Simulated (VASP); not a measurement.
HfO2 (CdI2 type): single point with PBE

HfO2 (CdI2 type):

```
Hf O
1.0
     3.15124    0.00000    0.00000
    -1.57562    2.72905    0.00000
     0.00000    0.00000    3.77886
Hf O
1 2
Direct
  0.00000 0.00000 0.00000
  0.33333 0.66667 0.25298
  0.66667 0.33333 0.74702
```

- Program: VASP 6.6.1
- Task: single point
- Functional: PBE
- Potentials or basis: VASP PAW PBE potentials, release 64 (Hf_pv, O)
- Cutoff: 520 eV
- k mesh: 13 × 13 × 7
- Occupations: fermi-dirac, width 0.1 eV
- Spin: no spin polarisation
- Dipole correction: no
- Further INCAR settings: ALGO = Normal; EDIFF = 1e-06; NBANDS = 18

- Pressure: 28.7 GPa
- Largest force: 0.216 eV/Å
- Band gap on the k mesh: 3.21 eV, indirect (least direct gap 4.21 eV)

Forces on the atoms (eV/Å):
```
Hf   0.000  0.000  0.000
O    0.000  0.000 -0.216
O    0.000  0.000  0.216
```

Stress tensor (GPa, compression positive):
```
28.22  0.00  0.00
 0.00 28.22  0.00
 0.00  0.00 29.67
```

Levels at points of the mesh, in eV from the valence-band top:
```csv
k point,band 7,band 8,band 9,band 10,band 11,band 12,band 13,band 14,band 15,band 16
"(0.00, 0.00, 0.00)",-4.85,-4.85,-0.87,-0.87,0.00,4.85,4.85,4.95,7.80,10.04
```

It took 50 s on 1 thread of Intel(R) Xeon(R) Platinum 8375C CPU @ 2.90GHz (Ice Lake), with other jobs on the host, peak memory 0.19 GiB.

Caveat: spin-orbit coupling is left out, which moves the levels of the heavy elements. A k mesh can miss the band edges.
